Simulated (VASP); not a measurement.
Wanted: the native input for a VASP 6.6.1 run.

* Task: single point
* Functional: PBE
* Potentials or basis: VASP PAW PBE potentials, release 64 (Si, O)
* Cutoff: 520 eV
* k mesh: 4 × 4 × 6
* Occupations: gaussian, width 0.1 eV
* Spin: no spin polarisation
* Dipole correction: no
* Further INCAR settings: ALGO = Normal; EDIFF = 1e-06; NBANDS = 25

The structure of SiO2 lies in POSCAR:

```
SiO2
1.0
    4.2349222077      0.0000000000      0.0000000000
    0.0000000000      4.2349222077      0.0000000000
    0.0000000000      0.0000000000      2.6907518680
Si O
2 4
Direct
    0.5000000000      0.0000000000      0.7499733284
    0.0000000000      0.5000000000      0.2500266716
    0.8069472017      0.3069472017      0.7499971304
    0.6930527983      0.8069472017      0.2500028696
    0.1930527983      0.6930527983      0.7499971304
    0.3069472017      0.1930527983      0.2500028696
```

One way to write it, as run:

INCAR

```
SYSTEM = SiO2
PREC     = Accurate       ! precision mode
ENCUT    = 520            ! plane-wave cutoff, eV
EDIFF    = 1E-6           ! SCF threshold, eV
ISMEAR   = 0              ! smearing method
SIGMA    = 0.1            ! smearing width, eV
LREAL    = .False.        ! projectors in reciprocal space
LASPH    = .True.         ! aspherical terms in the spheres
NELM     = 60             ! most SCF steps
ALGO     = Normal         ! electronic algorithm
ISIF     = 2              ! what is computed and relaxed
LWAVE    = .False.        ! write WAVECAR
LCHARG   = .True.         ! write CHGCAR
GGA      = PE             ! functional
LELF     = .True.         ! ELF
LVHAR    = .True.       
NBANDS   = 25             ! bands
```

KPOINTS

```
Automatic mesh
0
Gamma
  4 4 6
  0 0 0
```

Potentials or basis: VASP PAW PBE potentials, release 64 (Si, O).

The run is started by

```sh
$ cat potpaw_PBE.64/Si/POTCAR potpaw_PBE.64/O/POTCAR > POTCAR
$ mpirun -np 1 vasp_std > vasp.out
```

Results of the run:

| Property | Result |
| --- | --- |
| Pressure | 0.2 GPa |
| Largest force | 0.017 eV/Å |
| Band gap on the k mesh | 5.03 eV |

Run time: 31 s on 1 thread of Intel(R) Xeon(R) Platinum 8259CL CPU @ 2.50GHz (Skylake/Cascade Lake) (shared host), peak memory 0.15 GiB.
